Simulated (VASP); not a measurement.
# Ag2As (CdCl2 type) (R-3m) in VASP: notebook

The runs below take Ag2As (CdCl2 type) through single point, with PBE.

Everything below comes from runs of VASP 6.6.1. Logs are shortened: lines on timing, memory, paths and dates and some standing lists are left out, and cuts for length are marked.

### 1 The cell of the first run

The structure is trigonal, space group R-3m (No. 166). Conventional cell: a = 2.674 Å, b = 2.674 Å, c = 18.709 Å, α = 90.00°, β = 90.00°, γ = 120.00°. As (site symmetry -3m) has 6 Ag at 2.57 Å and 6 As at 2.67 Å within 3.4 Å. Within 3.4 Å of Ag (site symmetry 3m) lie 3 As at 2.57 Å and 9 Ag at 2.62 to 2.67 Å.

### 2 Single point, PBE (12.87 Å³/atom)

INCAR reads:

```
PREC = Accurate ; ENCUT = 520
EDIFF = 1E-6 ; ISMEAR = -1
SIGMA = 0.05 ; LREAL = False
LASPH = True ; NELM = 100
ALGO = Normal ; ISIF = 2
LWAVE = False ; LCHARG = False
GGA = PE ; NBANDS = 20
```

KPOINTS reads:

```
Automatic mesh
0
Gamma
  13 13 13
```

POSCAR reads:

```
Ag2As
1.0
    1.3370393318     -0.7719400181      6.2362235574
    0.0000000000      1.5438800363      6.2362235574
   -1.3370393318     -0.7719400181      6.2362235574
As Ag
1 2
Direct
    0.0000000000      0.0000000000      0.0000000000
    0.2232815527      0.2232815527      0.2232815527
    0.7767184473      0.7767184473      0.7767184473
```

Potentials or basis: VASP PAW PBE potentials, release 64 (As, Ag).

Launch:

```console
cat potpaw_PBE.64/As/POTCAR potpaw_PBE.64/Ag/POTCAR > POTCAR
mpirun -np 1 vasp_std > vasp.out
```

OUTCAR:

```text
PREC = Accurate
   ENCUT = 520
   EDIFF = 1E-6
   ISMEAR = -1
   LREAL = False
   LASPH = True
   NELM = 100
   ISIF = 2
   GGA = PE

 ion  position               nearest neighbor table
   1  0.000  0.000  0.000-   3 2.57   2 2.57   2 2.57   3 2.57   2 2.57   3 2.57
   2  0.223  0.223  0.223-   1 2.57   1 2.57   1 2.57   3 2.62   3 2.62   3 2.62
   3  0.777  0.777  0.777-   1 2.57   1 2.57   1 2.57   2 2.62   2 2.62   2 2.62

  LATTYP: Found a trigonal (rhomboedric) cell.
 ALAT       =     6.4244882928
 COS(alpha) =     0.9133753929

  Lattice vectors:

 A1 = (   1.3370393318,  -0.7719400181,   6.2362235574)
 A2 = (   0.0000000000,   1.5438800363,   6.2362235574)
 A3 = (  -1.3370393318,  -0.7719400181,   6.2362235574)

Analysis of symmetry for initial positions (statically):
=====================================================================
 Subroutine PRICEL returns:
 Original cell was already a primitive cell.

 Routine SETGRP: Setting up the symmetry group for a
 trigonal (rhombohedral) supercell.

 Subroutine GETGRP returns: Found 12 space group operations
 (whereof 12 operations were pure point group operations)
 out of a pool of 12 trial point group operations.

The static configuration has the point symmetry D_3d.

Analysis of symmetry for dynamics (positions and initial velocities):
=====================================================================
 Subroutine PRICEL returns:
 Original cell was already a primitive cell.

 Routine SETGRP: Setting up the symmetry group for a
 trigonal (rhombohedral) supercell.

 Subroutine GETGRP returns: Found 12 space group operations
 (whereof 12 operations were pure point group operations)
 out of a pool of 12 trial point group operations.

The dynamic configuration has the point symmetry D_3d.

 Subroutine INISYM returns: Found 12 space group operations
 (whereof 12 operations are pure point group operations),
 and found     1 'primitive' translations

----------------------------------------------------------------------------------------

                                     Primitive cell

  volume of cell :      38.6190

  direct lattice vectors                    reciprocal lattice vectors
     1.337039332 -0.771940018  6.236223557     0.373960577 -0.215906240  0.053451152
     0.000000000  1.543880036  6.236223557     0.000000000  0.431812480  0.053451152
    -1.337039332 -0.771940018  6.236223557    -0.373960577 -0.215906240  0.053451152

  length of vectors
     6.424488293  6.424488293  6.424488293     0.435108082  0.435108082  0.435108082

  position of ions in fractional coordinates (direct lattice)
     0.000000000  0.000000000  0.000000000
     0.223281553  0.223281553  0.223281553
     0.776718447  0.776718447  0.776718447

  ion indices of the primitive-cell ions
   primitive index   ion index
                 1           1
                 2           2
                 3           3

----------------------------------------------------------------------------------------

 KPOINTS: Automatic mesh

Automatic generation of k-mesh.
 Grid dimensions read from file:
 generate k-points for:   13   13   13

 Generating k-lattice:

  Cartesian coordinates                     Fractional coordinates (reciprocal lattice)
     0.028766198 -0.016608172  0.004111627     0.076923077 -0.000000000 -0.000000000
     0.000000000  0.033216345  0.004111627     0.000000000  0.076923077  0.000000000
    -0.028766198 -0.016608172  0.004111627    -0.000000000 -0.000000000  0.076923077

  Length of vectors
     0.033469852  0.033469852  0.033469852

  Shift w.r.t. Gamma in fractional coordinates (k-lattice)
     0.000000000  0.000000000  0.000000000

 Subroutine IBZKPT returns following result:
 ===========================================

 Found    231 irreducible k-points:

 Following reciprocal coordinates:
            Coordinates               Weight
  0.000000  0.000000  0.000000      1.000000
  0.076923 -0.000000  0.000000      6.000000
  0.153846  0.000000  0.000000      6.000000
  0.230769  0.000000  0.000000      6.000000
  0.307692  0.000000  0.000000      6.000000
  0.384615 -0.000000  0.000000      6.000000
[... 16 lines left out ...]
  0.384615  0.153846  0.000000     12.000000
  0.461538  0.153846  0.000000     12.000000
 [... further k-points ...]
   k-points           NKPTS =    231   k-points in BZ     NKDIM =    231   number of bands    NBANDS=     20
   number of dos      NEDOS =    301   number of ions     NIONS =      3
   total plane-waves  NPLWV = 110592
   dimension x,y,z NGX =    48 NGY =   48 NGZ =   48
   dimension x,y,z NGXF=    96 NGYF=   96 NGZF=   96
   ions per type =               1   2
   NGX,Y,Z   is equivalent  to a cutoff of  12.42, 12.42, 12.42 a.u.
   NGXF,Y,Z  is equivalent  to a cutoff of  24.84, 24.84, 24.84 a.u.
 SYSTEM =  unknown system
   PREC   = accura    normal or accurate (medium, high low for compatibility)
   ISTART =      0    job   : 0-new  1-cont  2-samecut
   ICHARG =      2    charge: 1-file 2-atom 10-const
   ISPIN  =      1    spin polarized calculation?
   LNONCOLLINEAR =      F non collinear calculations
   LSORBIT =      F    spin-orbit coupling
   LASPH  =      T    aspherical Exc in radial PAW
   ENCUT  =  520.0 eV  38.22 Ry    6.18 a.u.  11.95 11.95 11.95*2*pi/ulx,y,z
   NELM   =    100;   NELMIN=  2; NELMDL= -5     # of ELM steps
   EDIFF  = 0.1E-05   stopping-criterion for ELM
   LREAL  =      F    real-space projection
   EDIFFG = 0.1E-04   stopping-criterion for IOM
   NSW    =      0    number of steps for IOM
   IBRION =     -1    ionic relax: 0-MD 1-quasi-New 2-CG
   NFREE  =      0    steps in history (QN), initial steepest desc. (CG)
   ISIF   =      2    stress and relaxation
   ISYM   =      2    0-nonsym 1-usesym 2-fastsym
   POTIM  = 0.5000    time-step for ionic-motion
   TEBEG  =    0.0;   TEEND  =   0.0 temperature during run
   PSTRESS=    0.0 pullay stress
   NELECT =      27.0000    total number of electrons
   NUPDOWN=      -1.0000    fix difference up-down
   EMIN   =  10.00;   EMAX   =-10.00  energy-range for DOS
   EFERMI =   0.00;   METHOD = LEGACY
   ISMEAR =    -1;   SIGMA  =   0.05  broadening in eV -4-tet -1-fermi 0-gaus
   EFERMI_NEDOS =   21; number of points for ismear=-14 and -15
   IALGO  =     38    algorithm
   IMIX   =      4    mixing-type and parameters
     AMIX     =   0.40;   BMIX     =  1.00
     AMIX_MAG =   1.60;   BMIX_MAG =  1.00
  volume/ion in A,a.u.               =      12.87        86.87
  Fermi-wavevector in a.u.,A,eV,Ry     =   1.452990  2.745752 28.724334  2.111179
  Thomas-Fermi vector in A             =   2.570308
   LORBIT       =      0    0 simple, 1 ext, 2 COOP (PROOUT), +10 PAW based schemes
   GGA     = PE    functional components
   LHFCALC =     F    Hartree Fock is set to
   AEXX    =    0.0000 exact exchange contribution
   IVDW    =     0    specifies the selected vdW correction
   LEPSILON=     F    determine dielectric tensor
   LRPA    =     F    only Hartree local field effects (RPA)
 non-spin polarized calculation
  energy-cutoff  :      520.00
  volume of cell :       38.62
 maximum number of plane-waves:      1059
   NGX = 23   NGY = 23   NGZ = 23

 number of electron      26.9999998 magnetization

 Free energy of the ion-electron system (eV)
  ---------------------------------------------------
  ext. energy  EPLUGINS =         0.00000000
  ---------------------------------------------------
  free energy    TOTEN  =        -6.93769271 eV

  energy without entropy =       -6.93275579  energy(sigma->0) =       -6.93522425

 E-fermi :  13.1067     XC(G=0): -13.5057

 val. band max:       13.0916942600   @ k =  -0.4615   0.2308   0.1538
 cond. band min:      13.1070876784   @ k =  -0.2308   0.3846   0.1538
 fundamental gap:      0.0153934183
 Fermi energy:        13.1066774310

 k-point     1 :       0.0000    0.0000    0.0000
  band No.  band energies     occupation
      1      -3.8762      2.00000
      2       3.4978      2.00000
      3       4.2675      2.00000
      4       5.3545      2.00000
      5       6.4676      2.00000
      6       6.4676      2.00000
[... 12 lines left out ...]
     19      26.4973      0.00000
     20      26.4973      0.00000

 k-point     2 :       0.0769   -0.0000    0.0000
  band No.  band energies     occupation
      1      -3.7169      2.00000
      2       3.6428      2.00000
      3       4.4434      2.00000
      4       5.3561      2.00000
      5       6.3768      2.00000
      6       6.5863      2.00000
[... 12 lines left out ...]
     19      27.0253      0.00000
     20      27.2378      0.00000

 k-point     3 :       0.1538    0.0000    0.0000
  band No.  band energies     occupation
      1      -3.2420      2.00000
      2       4.0199      2.00000
      3       4.8262      2.00000
      4       5.3721      2.00000
      5       6.1890      2.00000
      6       6.3956      2.00000
[... 12 lines left out ...]
     19      26.1248      0.00000
     20      27.8106      0.00000

 k-point     4 :       0.2308    0.0000    0.0000
  band No.  band energies     occupation
      1      -2.4615      2.00000
      2       4.3533      2.00000
      3       4.9574      2.00000
      4       5.3741      2.00000
      5       6.0242      2.00000
      6       6.2347      2.00000
[... 12 lines left out ...]
     19      23.8425      0.00000
     20      26.5680      0.00000

 k-point     5 :       0.3077    0.0000    0.0000
  band No.  band energies     occupation
      1      -1.3972      2.00000
      2       4.3089      2.00000
      3       4.8116      2.00000
      4       5.1395      2.00000
      5       5.8035      2.00000
      6       6.5180      2.00000
[... 12 lines left out ...]
     19      22.4337      0.00000
     20      24.9699      0.00000
[... 353 lines left out ...]
      6       6.1878      2.00000
[... 12 lines left out ...]
     19      24.9373      0.00000
     20      26.9166      0.00000

 k-point    22 :       0.3077    0.1538   -0.0000
  band No.  band energies     occupation
      1      -1.9980      2.00000
      2       4.5929      2.00000
      3       5.2649      2.00000
      4       5.3195      2.00000
      5       5.8175      2.00000
      6       6.2778      2.00000
[... 12 lines left out ...]
     19      24.5455      0.00000
     20      25.9363      0.00000

 k-point    23 :       0.3846    0.1538    0.0000
  band No.  band energies     occupation
      1      -0.9527      2.00000
      2       4.6431      2.00000
      3       5.1421      2.00000
      4       5.3412      2.00000
      5       5.6726      2.00000
      6       6.3211      2.00000
[... 12 lines left out ...]
     19      23.2148      0.00000
     20      25.3369      0.00000

 k-point    24 :       0.4615    0.1538    0.0000
  band No.  band energies     occupation
      1       0.3068      2.00000
      2       4.4309      2.00000
      3       5.0316      2.00000
      4       5.0897      2.00000
      5       5.4441      2.00000
      6       6.2578      2.00000
[... 12 lines left out ...]
     19      21.6636      0.00000
     20      25.5119      0.00000

 [... further k-points ...]

------------------------ aborting loop because EDIFF is reached ----------------------------------------

  FORCE on cell =-STRESS in cart. coord.  units (eV):
  Direction    XX          YY          ZZ          XY          YZ          ZX
  --------------------------------------------------------------------------------------
  -------------------------------------------------------------------------------------
  Total       18.6584201     18.6584201     18.6404183     -0.0000000      0.0000000      0.0000000
  in kB      774.0781082    774.0781082    773.3312707     -0.0000000      0.0000000      0.0000000
  external PRESSURE =     773.8291623 kB  Pullay stress =       0.0000000 kB

 VOLUME and BASIS-vectors are now :
 -----------------------------------------------------------------------------
  energy-cutoff  :      520.00
  volume of cell :       38.62
      direct lattice vectors                 reciprocal lattice vectors
     1.337039332 -0.771940018  6.236223557     0.373960577 -0.215906240  0.053451152
     0.000000000  1.543880036  6.236223557     0.000000000  0.431812480  0.053451152
    -1.337039332 -0.771940018  6.236223557    -0.373960577 -0.215906240  0.053451152

 POSITION                                       TOTAL-FORCE (eV/Angst)
 -----------------------------------------------------------------------------------
      0.00000      0.00000      0.00000         0.000000      0.000000      0.000000
      0.00000      0.00000      4.17730         0.000000     -0.000000     -0.054900
      0.00000      0.00000     14.53137         0.000000      0.000000      0.054900
 -----------------------------------------------------------------------------------
    total drift:                                0.000000      0.000000     -0.000000

  FREE ENERGIE OF THE ION-ELECTRON SYSTEM (eV)
  ---------------------------------------------------
  free  energy   TOTEN  =        -6.9376927108 eV

  energy  without entropy=       -6.9327557885  energy(sigma->0) =       -6.93522425
```

It took 5.4 min on 1 thread of Intel Xeon 6975P-C (Granite Rapids), shared host; peak memory 0.44 GiB.

Results:

| Quantity | Value |
| --- | --- |
| Free energy | -6.9377 eV |
| Pressure | 77.4 GPa |
| Largest force | 0.055 eV/Å |
| Band gap on the k mesh | zero (an odd number of electrons rules out a gap without spin polarisation) |

Forces on the atoms (eV/Å):
```
As   0.000  0.000  0.000
Ag   0.000  0.000 -0.055
Ag   0.000  0.000  0.055
```

Levels at points of the mesh, in eV from the Fermi level:
| k point | band 9 | band 10 | band 11 | band 12 | band 13 | band 14 | band 15 | band 16 | band 17 | band 18 |
| --- | --- | --- | --- | --- | --- | --- | --- | --- | --- | --- |
| (0.00, 0.00, 0.00) | -6.23 | -5.32 | -5.32 | -4.54 | -4.54 | 4.42 | 6.94 | 7.43 | 7.43 | 13.17 |

Caveat: the cell stands under pressure.

[end of part 1 of 2]

The gap in the log of VASP goes by the Fermi energy; the results here count the filled bands.